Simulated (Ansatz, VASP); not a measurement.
EuNi3: VASP beside Ansatz

The input INCAR:

```
SYSTEM = EuNi3
PREC = Accurate
ENCUT = 520
EDIFF = 1E-6
ISMEAR = -1
SIGMA = 0.05
LREAL = .False.
LASPH = .True.
NELM = 150
ALGO = Normal
ISIF = 2
LWAVE = .False.
LCHARG = .True.
ISPIN = 2
MAGMOM = 7 1 1 1
LORBIT = 11
LMAXMIX = 6
GGA = PE
LELF = .True.
LVHAR = .True.
NBANDS = 36
```

The input KPOINTS:

```
Automatic mesh
0
Gamma
  7 7 7
  0 0 0
```

Contents of POSCAR:

```
EuNi3
1.0
    3.9641771630      0.0000000000      0.0000000000
    0.0000000000      3.9641771630      0.0000000000
    0.0000000000      0.0000000000      3.9641771630
Eu Ni
1 3
Direct
    0.0000000000      0.0000000000      0.0000000000
    0.5000000000      0.0000000000      0.5000000000
    0.0000000000      0.5000000000      0.5000000000
    0.5000000000      0.5000000000      0.0000000000
```

Contents of input.yaml:

```yaml
crystal:
  lattice:
    - [3.964177163, 0.0, 0.0]
    - [0.0, 3.964177163, 0.0]
    - [0.0, 0.0, 3.964177163]
  atoms:
    - { symbol: Eu, position: [0.0, 0.0, 0.0], spin: 7.0 }
    - { symbol: Ni, position: [0.5, 0.0, 0.5], spin: 1.0 }
    - { symbol: Ni, position: [0.0, 0.5, 0.5], spin: 1.0 }
    - { symbol: Ni, position: [0.5, 0.5, 0.0], spin: 1.0 }
hamiltonian:
  xc: pbe
  pseudopotentials: { kind: paw }
magnetization:
  spin_polarized: true
kpoints:
  mp_grid: { grid: [7, 7, 7] }
scf:
  occupations: { method: fermi_dirac, width: 0.05 }
output:
  forces: true
  stress: true
  eigenvalues: true
```

Alike in both runs: task single point; functional PBE; k mesh 7 × 7 × 7; occupations fermi-dirac, width 0.05 eV; collinear spin.

|  | VASP | Ansatz |
| --- | --- | --- |
| version | VASP 6.6.1 | Ansatz 0.2.0 |
| potentials or method | VASP PAW PBE potentials, release 64 (Eu, Ni) | Ansatz PAW |
| plane-wave cutoff (eV) | 520 | 420 |
| valence electrons in the cell | 47 | 71 |

Ansatz gave:

- gap on the k mesh at the Fermi level (eV): none
- pressure (GPa): -4.0
- net moment per atom (μB): 1.48
- size of the moment on the site where the two differ most (μB): 6.39

Q: What did VASP give for the same quantities?

A: gap on the k mesh at the Fermi level (eV): none; pressure (GPa): -3.8; net moment per atom (μB): 1.49; size of the moment on the site where the two differ most (μB): 6.32.

Site moments also hang on the region over which each program counts them. A gap of «none» marks a metal or a gap that the smearing closes. With one functional, cell and mesh, what is left measures potentials, basis and numerics. VASP's potentials hold 47 valence electrons a cell and Ansatz's 71, so a difference there can come from the potentials and not from the codes.

Spin-orbit coupling is off throughout.
